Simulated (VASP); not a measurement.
# VSi (zincblende type) (F-43m) in VASP: further runs

The runs below take VSi (zincblende type) through single point, with LDA.

Program: VASP 6.6.1. These are calculated values, not measurements. Logs are shortened: lines on timing, memory, paths and dates and some standing lists are left out, and cuts for length are marked.

## 1. The cell of the first run

The structure is cubic, space group F-43m (No. 216). Conventional cell: a = 4.932 Å, b = 4.932 Å, c = 4.932 Å, α = 90.00°, β = 90.00°, γ = 90.00°. Within 2.8 Å of V (site symmetry -43m) lie 4 Si at 2.14 Å. Within 2.8 Å of Si (site symmetry -43m) lie 4 V at 2.14 Å.

## 2. Single point, LDA

File INCAR:

```
SYSTEM = VSi
ALGO = Normal
EDIFF = 1E-7
ENCUT = 520
ISIF = 2
ISMEAR = -1
LASPH = .TRUE.
LCHARG = .FALSE.
LREAL = .FALSE.
LWAVE = .FALSE.
NBANDS = 16
NELM = 100
PREC = Accurate
SIGMA = 0.1
```

File KPOINTS:

```
k-points
0
G
  13 13 13
  0 0 0
```

File POSCAR:

```
VSi
1.0
    0.0000000000      2.4660457497      2.4660457497
    2.4660457497      0.0000000000      2.4660457497
    2.4660457497      2.4660457497      0.0000000000
V Si
1 1
Direct
    0.0000000000      0.0000000000      0.0000000000
    0.2500000000      0.2500000000      0.2500000000
```

Potentials or basis: VASP PAW LDA potentials, release 64 (V_sv, Si).

Launch:

```bash
$ cat potpaw_LDA.64/V_sv/POTCAR potpaw_LDA.64/Si/POTCAR > POTCAR
$ mpirun -np 1 vasp_std > vasp.out
```

OUTCAR:

```text
SYSTEM = VSi
   EDIFF = 1E-7
   ENCUT = 520
   ISIF = 2
   ISMEAR = -1
   LASPH = .TRUE.
   LREAL = .FALSE.
   NELM = 100
   PREC = Accurate

 ion  position               nearest neighbor table
   1  0.000  0.000  0.000-   2 2.14   2 2.14   2 2.14   2 2.14
   2  0.250  0.250  0.250-   1 2.14   1 2.14   1 2.14   1 2.14

  LATTYP: Found a face centered cubic cell.
 ALAT       =     4.9320914994

  Lattice vectors:

 A1 = (   0.0000000000,   2.4660457497,   2.4660457497)
 A2 = (   2.4660457497,   0.0000000000,   2.4660457497)
 A3 = (   2.4660457497,   2.4660457497,   0.0000000000)

Analysis of symmetry for initial positions (statically):
=====================================================================
 Subroutine PRICEL returns:
 Original cell was already a primitive cell.

 Routine SETGRP: Setting up the symmetry group for a
 face centered cubic supercell.

 Subroutine GETGRP returns: Found 24 space group operations
 (whereof 24 operations were pure point group operations)
 out of a pool of 48 trial point group operations.

The static configuration has the point symmetry T_d .

Analysis of symmetry for dynamics (positions and initial velocities):
=====================================================================
 Subroutine PRICEL returns:
 Original cell was already a primitive cell.

 Routine SETGRP: Setting up the symmetry group for a
 face centered cubic supercell.

 Subroutine GETGRP returns: Found 24 space group operations
 (whereof 24 operations were pure point group operations)
 out of a pool of 48 trial point group operations.

The dynamic configuration has the point symmetry T_d .

 Subroutine INISYM returns: Found 24 space group operations
 (whereof 24 operations are pure point group operations),
 and found     1 'primitive' translations

----------------------------------------------------------------------------------------

                                     Primitive cell

  volume of cell :      29.9939

  direct lattice vectors                    reciprocal lattice vectors
     0.000000000  2.466045750  2.466045750    -0.202753741  0.202753741  0.202753741
     2.466045750  0.000000000  2.466045750     0.202753741 -0.202753741  0.202753741
     2.466045750  2.466045750  0.000000000     0.202753741  0.202753741 -0.202753741

  length of vectors
     3.487515345  3.487515345  3.487515345     0.351179780  0.351179780  0.351179780

  position of ions in fractional coordinates (direct lattice)
     0.000000000  0.000000000  0.000000000
     0.250000000  0.250000000  0.250000000

  ion indices of the primitive-cell ions
   primitive index   ion index
                 1           1
                 2           2

----------------------------------------------------------------------------------------

 KPOINTS: k-points

Automatic generation of k-mesh.
 Grid dimensions read from file:
 generate k-points for:   13   13   13

 Generating k-lattice:

  Cartesian coordinates                     Fractional coordinates (reciprocal lattice)
    -0.015596442  0.015596442  0.015596442     0.076923077  0.000000000  0.000000000
     0.015596442 -0.015596442  0.015596442     0.000000000  0.076923077  0.000000000
     0.015596442  0.015596442 -0.015596442     0.000000000  0.000000000  0.076923077

  Length of vectors
     0.027013829  0.027013829  0.027013829

  Shift w.r.t. Gamma in fractional coordinates (k-lattice)
     0.000000000  0.000000000  0.000000000

 Subroutine IBZKPT returns following result:
 ===========================================

 Found     84 irreducible k-points:

 Following reciprocal coordinates:
            Coordinates               Weight
  0.000000  0.000000  0.000000      1.000000
  0.076923  0.000000  0.000000      8.000000
  0.153846  0.000000  0.000000      8.000000
  0.230769  0.000000  0.000000      8.000000
  0.307692  0.000000  0.000000      8.000000
  0.384615  0.000000  0.000000      8.000000
[... 16 lines left out ...]
  0.384615  0.153846  0.000000     24.000000
  0.461538  0.153846  0.000000     24.000000
 [... further k-points ...]
   k-points           NKPTS =     84   k-points in BZ     NKDIM =     84   number of bands    NBANDS=     16
   number of dos      NEDOS =    301   number of ions     NIONS =      2
   total plane-waves  NPLWV =  21952
   dimension x,y,z NGX =    28 NGY =   28 NGZ =   28
   dimension x,y,z NGXF=    56 NGYF=   56 NGZF=   56
   ions per type =               1   1
   NGX,Y,Z   is equivalent  to a cutoff of  13.35, 13.35, 13.35 a.u.
   NGXF,Y,Z  is equivalent  to a cutoff of  26.69, 26.69, 26.69 a.u.
 SYSTEM =  VSi
   PREC   = accura    normal or accurate (medium, high low for compatibility)
   ISTART =      0    job   : 0-new  1-cont  2-samecut
   ICHARG =      2    charge: 1-file 2-atom 10-const
   ISPIN  =      1    spin polarized calculation?
   LNONCOLLINEAR =      F non collinear calculations
   LSORBIT =      F    spin-orbit coupling
   LASPH  =      T    aspherical Exc in radial PAW
   ENCUT  =  520.0 eV  38.22 Ry    6.18 a.u.   6.48  6.48  6.48*2*pi/ulx,y,z
   NELM   =    100;   NELMIN=  2; NELMDL= -5     # of ELM steps
   EDIFF  = 0.1E-06   stopping-criterion for ELM
   LREAL  =      F    real-space projection
   EDIFFG = 0.1E-05   stopping-criterion for IOM
   NSW    =      0    number of steps for IOM
   IBRION =     -1    ionic relax: 0-MD 1-quasi-New 2-CG
   NFREE  =      0    steps in history (QN), initial steepest desc. (CG)
   ISIF   =      2    stress and relaxation
   ISYM   =      2    0-nonsym 1-usesym 2-fastsym
   POTIM  = 0.5000    time-step for ionic-motion
   TEBEG  =    0.0;   TEEND  =   0.0 temperature during run
   PSTRESS=    0.0 pullay stress
   NELECT =      17.0000    total number of electrons
   NUPDOWN=      -1.0000    fix difference up-down
   EMIN   =  10.00;   EMAX   =-10.00  energy-range for DOS
   EFERMI =   0.00;   METHOD = LEGACY
   ISMEAR =    -1;   SIGMA  =   0.10  broadening in eV -4-tet -1-fermi 0-gaus
   EFERMI_NEDOS =   21; number of points for ismear=-14 and -15
   IALGO  =     38    algorithm
   IMIX   =      4    mixing-type and parameters
     AMIX     =   0.40;   BMIX     =  1.00
     AMIX_MAG =   1.60;   BMIX_MAG =  1.00
  volume/ion in A,a.u.               =      15.00       101.20
  Fermi-wavevector in a.u.,A,eV,Ry     =   1.354815  2.560229 24.973817  1.835524
  Thomas-Fermi vector in A             =   2.481955
   LORBIT       =      0    0 simple, 1 ext, 2 COOP (PROOUT), +10 PAW based schemes
   GGA     = CA    functional components
   LHFCALC =     F    Hartree Fock is set to
   AEXX    =    0.0000 exact exchange contribution
   IVDW    =     0    specifies the selected vdW correction
   LEPSILON=     F    determine dielectric tensor
   LRPA    =     F    only Hartree local field effects (RPA)
 non-spin polarized calculation
  energy-cutoff  :      520.00
  volume of cell :       29.99
 maximum number of plane-waves:       869
 NGX is ok and might be reduce to    28
   NGX = 13   NGY = 13   NGZ = 13

 number of electron      16.9999996 magnetization

 Free energy of the ion-electron system (eV)
  ---------------------------------------------------
  ext. energy  EPLUGINS =         0.00000000
  ---------------------------------------------------
  free energy    TOTEN  =       -12.74109678 eV

  energy without entropy =      -12.66119681  energy(sigma->0) =      -12.70114680

 E-fermi :   7.9241     XC(G=0): -11.5574

 val. band max:        7.9205487874   @ k =  -0.4615   0.3077   0.1538
 cond. band min:       7.9483276894   @ k =   0.3846   0.1538   0.0769
 fundamental gap:      0.0277789020
 Fermi energy:         7.9240582770

 k-point     1 :       0.0000    0.0000    0.0000
  band No.  band energies     occupation
      1     -54.8596      2.00000
      2     -29.2225      2.00000
      3     -29.2225      2.00000
      4     -29.2225      2.00000
      5      -1.9609      2.00000
      6       5.9611      2.00000
[... 8 lines left out ...]
     15      18.1864      0.00000
     16      18.1864      0.00000

 k-point     2 :       0.0769    0.0000    0.0000
  band No.  band energies     occupation
      1     -54.8591      2.00000
      2     -29.2274      2.00000
      3     -29.2232      2.00000
      4     -29.2232      2.00000
      5      -1.8551      2.00000
      6       5.8740      2.00000
[... 8 lines left out ...]
     15      18.3027      0.00000
     16      18.3027      0.00000

 k-point     3 :       0.1538    0.0000    0.0000
  band No.  band energies     occupation
      1     -54.8578      2.00000
      2     -29.2412      2.00000
      3     -29.2251      2.00000
      4     -29.2251      2.00000
      5      -1.5456      2.00000
      6       5.6319      2.00000
[... 8 lines left out ...]
     15      18.5577      0.00000
     16      18.5577      0.00000

 k-point     4 :       0.2308    0.0000    0.0000
  band No.  band energies     occupation
      1     -54.8560      2.00000
      2     -29.2605      2.00000
      3     -29.2279      2.00000
      4     -29.2279      2.00000
      5      -1.0582      2.00000
      6       5.2776      2.00000
[... 8 lines left out ...]
     15      18.7378      0.00000
     16      18.7378      0.00000

 k-point     5 :       0.3077    0.0000    0.0000
  band No.  band energies     occupation
      1     -54.8541      2.00000
      2     -29.2809      2.00000
      3     -29.2308      2.00000
      4     -29.2308      2.00000
      5      -0.4453      2.00000
      6       4.8533      2.00000
[... 8 lines left out ...]
     15      18.7537      0.00000
     16      18.7537      0.00000

 k-point     6 :       0.3846    0.0000    0.0000
  band No.  band energies     occupation
      1     -54.8525      2.00000
      2     -29.2977      2.00000
      3     -29.2332      2.00000
      4     -29.2332      2.00000
      5       0.1905      2.00000
      6       4.4089      2.00000
[... 8 lines left out ...]
     15      18.7068      0.00000
     16      18.7068      0.00000

 k-point     7 :       0.4615    0.0000    0.0000
  band No.  band energies     occupation
      1     -54.8516      2.00000
      2     -29.3072      2.00000
      3     -29.2346      2.00000
      4     -29.2346      2.00000
      5       0.6458      2.00000
      6       4.0738      2.00000
[... 8 lines left out ...]
     15      18.6736      0.00000
     16      18.6736      0.00000

 k-point     8 :       0.0769    0.0769    0.0000
  band No.  band energies     occupation
      1     -54.8589      2.00000
      2     -29.2274      2.00000
      3     -29.2242      2.00000
      4     -29.2242      2.00000
      5      -1.8198      2.00000
      6       5.8451      2.00000
[... 8 lines left out ...]
     15      17.8704      0.00000
     16      18.7107      0.00000

 k-point     9 :       0.1538    0.0769    0.0000
  band No.  band energies     occupation
      1     -54.8579      2.00000
      2     -29.2376      2.00000
      3     -29.2265      2.00000
      4     -29.2256      2.00000
      5      -1.5780      2.00000
      6       5.6617      2.00000
[... 8 lines left out ...]
     15      17.9308      0.00000
     16      18.9764      0.00000
[... 172 lines left out ...]
 k-point    19 :      -0.0769    0.0769    0.0000
  band No.  band energies     occupation
      1     -54.8584      2.00000
      2     -29.2342      2.00000
      3     -29.2261      2.00000
      4     -29.2235      2.00000
      5      -1.6813      2.00000
      6       5.7426      2.00000
[... 8 lines left out ...]
     15      18.0408      0.00000
     16      18.5447      0.00000

 k-point    20 :       0.1538    0.1538    0.0000
  band No.  band energies     occupation
      1     -54.8572      2.00000
      2     -29.2409      2.00000
      3     -29.2292      2.00000
      4     -29.2292      2.00000
      5      -1.4067      2.00000
      6       5.5313      2.00000
[... 8 lines left out ...]
     15      18.0887      0.00000
     16      19.6940      0.00000

 k-point    21 :       0.2308    0.1538    0.0000
  band No.  band energies     occupation
      1     -54.8559      2.00000
      2     -29.2535      2.00000
      3     -29.2325      2.00000
      4     -29.2319      2.00000
      5      -1.0451      2.00000
      6       5.2957      2.00000
[... 8 lines left out ...]
     15      18.0899      0.00000
     16      19.9048      0.00000

 k-point    22 :       0.3077    0.1538    0.0000
  band No.  band energies     occupation
      1     -54.8542      2.00000
      2     -29.2702      2.00000
      3     -29.2357      2.00000
      4     -29.2354      2.00000
      5      -0.5266      2.00000
      6       5.0046      2.00000
[... 8 lines left out ...]
     15      18.2984      0.00000
     16      20.1272      0.00000

 k-point    23 :       0.3846    0.1538    0.0000
  band No.  band energies     occupation
      1     -54.8525      2.00000
      2     -29.2862      2.00000
      3     -29.2397      2.00000
      4     -29.2381      2.00000
      5       0.0827      2.00000
      6       4.6853      2.00000
[... 8 lines left out ...]
     15      18.8416      0.00000
     16      19.8539      0.00000

 k-point    24 :       0.4615    0.1538    0.0000
  band No.  band energies     occupation
      1     -54.8513      2.00000
      2     -29.2978      2.00000
      3     -29.2439      2.00000
      4     -29.2390      2.00000
      5       0.6530      2.00000
      6       4.3836      2.00000
[... 8 lines left out ...]
     15      19.2433      0.00000
     16      19.5516      0.00000

 [... further k-points ...]
[... 5 lines left out ...]
  --------------------------------------------------------------------------------------
  -------------------------------------------------------------------------------------
  Total        7.3815004      7.3815004      7.3815004      0.0000000      0.0000000      0.0000000
  in kB      394.2955211    394.2955211    394.2955211      0.0000000      0.0000000      0.0000000
  external PRESSURE =     394.2955211 kB  Pullay stress =       0.0000000 kB

 VOLUME and BASIS-vectors are now :
 -----------------------------------------------------------------------------
  energy-cutoff  :      520.00
  volume of cell :       29.99
      direct lattice vectors                 reciprocal lattice vectors
     0.000000000  2.466045750  2.466045750    -0.202753741  0.202753741  0.202753741
     2.466045750  0.000000000  2.466045750     0.202753741 -0.202753741  0.202753741
     2.466045750  2.466045750  0.000000000     0.202753741  0.202753741 -0.202753741

 POSITION                                       TOTAL-FORCE (eV/Angst)
 -----------------------------------------------------------------------------------
      0.00000      0.00000      0.00000        -0.000000     -0.000000      0.000000
      1.23302      1.23302      1.23302         0.000000      0.000000     -0.000000
 -----------------------------------------------------------------------------------
    total drift:                               -0.000001     -0.000001     -0.000001

  FREE ENERGIE OF THE ION-ELECTRON SYSTEM (eV)
  ---------------------------------------------------
  free  energy   TOTEN  =       -12.7410967793 eV

  energy  without entropy=      -12.6611968119  energy(sigma->0) =      -12.70114680
```

Wall time 29 s (1 thread of AMD EPYC 9R45 (Zen 5), shared host); peak memory 0.13 GiB.

What came out:

```yaml
Free_energy: -12.7411 eV
Pressure: 39.4 GPa
```

## 3. Single point, LDA

File INCAR:

```
ALGO = Normal
EDIFF = 1E-6
ENCUT = 520
ISIF = 2
ISMEAR = -1
LASPH = True
LCHARG = False
LREAL = False
LWAVE = False
NBANDS = 16
NELM = 100
PREC = Accurate
SIGMA = 0.1
```

File KPOINTS:

```
k-points
0
Gamma
  13 13 13
```

File POSCAR:

```
VSi
1.0
    0.0000000000      2.4660457498      2.4660457498
    2.4660457498      0.0000000000      2.4660457498
    2.4660457498      2.4660457498      0.0000000000
V Si
1 1
Direct
    0.0000000000      0.0000000000      0.0000000000
    0.2500000000      0.2500000000      0.2500000000
```

Potentials or basis: VASP PAW LDA potentials, release 64 (V_sv, Si).

Launch:

```bash
$ cat potpaw_LDA.64/V_sv/POTCAR potpaw_LDA.64/Si/POTCAR > POTCAR
$ mpirun -np 1 vasp_std > vasp.out
```

OUTCAR:

```text
EDIFF = 1E-6
   ENCUT = 520
   ISIF = 2
   ISMEAR = -1
   LASPH = True
   LREAL = False
   NELM = 100
   PREC = Accurate

 ion  position               nearest neighbor table
   1  0.000  0.000  0.000-   2 2.14   2 2.14   2 2.14   2 2.14
   2  0.250  0.250  0.250-   1 2.14   1 2.14   1 2.14   1 2.14

  LATTYP: Found a face centered cubic cell.
 ALAT       =     4.9320914996

  Lattice vectors:

 A1 = (   0.0000000000,   2.4660457498,   2.4660457498)
 A2 = (   2.4660457498,   0.0000000000,   2.4660457498)
 A3 = (   2.4660457498,   2.4660457498,   0.0000000000)

[... 624 lines left out ...]
      5       0.6530      2.00000
      6       4.3835      2.00000
[... 8 lines left out ...]
     15      19.2433      0.00000
     16      19.5516      0.00000

 [... further k-points ...]
[... 5 lines left out ...]
  --------------------------------------------------------------------------------------
  -------------------------------------------------------------------------------------
  Total        7.3917931      7.3917931      7.3917931      0.0000000      0.0000000      0.0000000
  in kB      394.8453267    394.8453267    394.8453267      0.0000000      0.0000000      0.0000000
  external PRESSURE =     394.8453267 kB  Pullay stress =       0.0000000 kB

 VOLUME and BASIS-vectors are now :
 -----------------------------------------------------------------------------
  energy-cutoff  :      520.00
  volume of cell :       29.99
      direct lattice vectors                 reciprocal lattice vectors
     0.000000000  2.466045750  2.466045750    -0.202753740  0.202753740  0.202753740
     2.466045750  0.000000000  2.466045750     0.202753740 -0.202753740  0.202753740
     2.466045750  2.466045750  0.000000000     0.202753740  0.202753740 -0.202753740

 POSITION                                       TOTAL-FORCE (eV/Angst)
 -----------------------------------------------------------------------------------
      0.00000      0.00000      0.00000        -0.000000      0.000000     -0.000000
      1.23302      1.23302      1.23302         0.000000     -0.000000      0.000000
 -----------------------------------------------------------------------------------
    total drift:                               -0.000001     -0.000001     -0.000001

  FREE ENERGIE OF THE ION-ELECTRON SYSTEM (eV)
  ---------------------------------------------------
  free  energy   TOTEN  =       -12.7410967638 eV

  energy  without entropy=      -12.6611899662  energy(sigma->0) =      -12.70114336
```

stdout:

```text
POSCAR found type information on POSCAR V Si
 POSCAR found :  2 types and       2 ions
 scaLAPACK will be used
 LDA part: xc-table for (Slater(with rela. corr.)+CA(PZ))
 , standard interpolation
 POSCAR, INCAR and KPOINTS ok, starting setup
 FFT: planning ... GRIDC
 FFT: planning ... GRID_SOFT
 FFT: planning ... GRID
 WAVECAR not read
 entering main loop
```

It took 25 s on 1 thread of AMD EPYC 9R45 (Zen 5), shared host; peak memory 0.13 GiB.

What came out:

| Quantity | Value |
| --- | --- |
| Free energy | -12.7411 eV |
| Pressure | 39.5 GPa |
